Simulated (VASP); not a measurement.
Pd, 2 atoms in the cell. The structure is cubic, space group Fd-3m (No. 227). The conventional cell has a = 5.610 Å, b = 5.610 Å, c = 5.610 Å, α = 90.00°, β = 90.00°, γ = 90.00°. Pd (site symmetry -43m) has 4 Pd at 2.43 Å within 3.2 Å. This isn't the form of Pd at room conditions, which is fcc.

| Item | Value |
| --- | --- |
| Program | VASP 6.6.1 |
| Task | single point |
| Functional | PBEsol |
| Potentials or basis | VASP PAW PBE potentials, release 64 (Pd) |
| Cutoff | 520 eV |
| k mesh | 11 × 11 × 11 |
| Occupations | fermi-dirac, width 0.05 eV |
| Spin | collinear spin |
| Starting moments | [-0.467, -0.467] μB |
| Dipole correction | no |
| Further INCAR settings | ALGO = Normal; EDIFF = 1e-06; NBANDS = 21 |

Potentials or basis: VASP PAW PBE potentials, release 64 (Pd).

Launch:

```console
$ cat potpaw_PBE.64/Pd/POTCAR > POTCAR
$ mpirun -np 1 vasp_std > vasp.out
```

Hardware: 1 thread of Intel(R) Xeon(R) Platinum 8259CL CPU @ 2.50GHz (Skylake/Cascade Lake), on a shared host.

Problem. How long does it take, and how much memory?

Solution. Wall time 81 s on 1 thread of Intel(R) Xeon(R) Platinum 8259CL CPU @ 2.50GHz (Skylake/Cascade Lake) (shared host), peak memory 0.23 GiB. Counts: scf iterations 12, k points 56.
